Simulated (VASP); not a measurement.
Li3ClO, 5 atoms in the cell. Symmetry: Pm-3m, No. 221, cubic system. Conventional cell: a = 3.908 Å, b = 3.908 Å, c = 3.908 Å, α = 90.00°, β = 90.00°, γ = 90.00°. Li (site symmetry 4/mmm) has 2 O at 1.95 Å within 2.6 Å. Cl (site symmetry m-3m) has 12 Li at 2.76 Å and 8 O at 3.38 Å within 3.6 Å. Within 2.6 Å of O (site symmetry m-3m) lie 6 Li at 1.95 Å. 

- Program: VASP 6.6.1
- Task: single point
- Functional: PBEsol
- Potentials or basis: VASP PAW PBE potentials, release 64 (Li_sv, Cl, O)
- Cutoff: 520 eV
- k mesh: 5 × 5 × 5
- Occupations: fermi-dirac, width 0.05 eV
- Spin: no spin polarisation
- Dipole correction: no
- Further INCAR settings: ALGO = Normal; EDIFF = 1e-06; NBANDS = 19

Potentials or basis: VASP PAW PBE potentials, release 64 (Li_sv, Cl, O).

Launch:

```bash
$ cat potpaw_PBE.64/Li_sv/POTCAR potpaw_PBE.64/Cl/POTCAR potpaw_PBE.64/O/POTCAR > POTCAR
$ mpirun -np 1 vasp_std > vasp.out
```

Hardware: 1 thread of Intel(R) Xeon(R) Platinum 8375C CPU @ 2.90GHz (Ice Lake) (shared host).

**Question.** Estimate the wall time of this run.

**Answer.** Run time: 10 s on 1 thread of Intel(R) Xeon(R) Platinum 8375C CPU @ 2.90GHz (Ice Lake), on a shared host, peak memory 0.16 GiB. Counts: scf iterations 14, k points 10.
